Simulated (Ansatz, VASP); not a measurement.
Pd in VASP and in Ansatz

File INCAR:

```
  PREC = Accurate
  ENCUT = 520
  EDIFF = 1E-6
  ISMEAR = -1
  SIGMA = 0.1
  LREAL = F
  LASPH = T
  NELM = 60
  ALGO = Normal
  ISIF = 2
  LWAVE = F
  LCHARG = F
  NBANDS = 11
```

The input KPOINTS:

```
Automatic mesh
0
Gamma
  15 15 15
```

Contents of POSCAR:

```
Pd
1.0
    2.2328152113      0.0000000000      0.0000000000
    0.0000000000      2.2328152113      0.0000000000
    0.0000000000      0.0000000000      2.2328152113
Pd
1
Direct
    0.0000000000      0.0000000000      0.0000000000
```

Input for Ansatz:

```yaml
crystal:
  lattice:
    - [2.2328152113, 0.0, 0.0]
    - [0.0, 2.2328152113, 0.0]
    - [0.0, 0.0, 2.2328152113]
  atoms:
    - { symbol: Pd, position: [0.0, 0.0, 0.0] }
kpoints:
  mp_grid: { grid: [15, 15, 15] }
scf:
  occupations: { method: fermi_dirac, width: 0.1 }
hamiltonian:
  xc: lda
  pseudopotentials: { kind: all_electron, lapw: { basis_error: 0.001 } }
output:
  forces: true
  stress: true
  eigenvalues: true
  populations: true
```

Change from the starting cell: volume scaled by 0.68, LAPW.

Alike in both runs: task single point; functional LDA; k mesh 15 × 15 × 15; occupations fermi-dirac, width 0.1 eV; no spin polarisation.

|  | VASP | Ansatz |
| --- | --- | --- |
| version | VASP 6.6.1 | Ansatz 0.2.0 |
| potentials or method | VASP PAW LDA potentials, release 64 (Pd), cutoff 520 eV | all-electron LAPW, scalar-relativistic |

Ansatz gave:

- pressure (GPa): 174.9

Problem. What did VASP give for the same quantities?

Solution. Pressure (GPa): 171.9.

LDA's correlation is that of Perdew and Zunger in VASP and of Perdew and Wang (1992) in Ansatz. Both programs put the cell under a high pressure, so it lies far from rest at this level. Ansatz ran all-electron here, and VASP with PAW potentials.

Noted on VASP's run: the cell as given lies far from equilibrium.
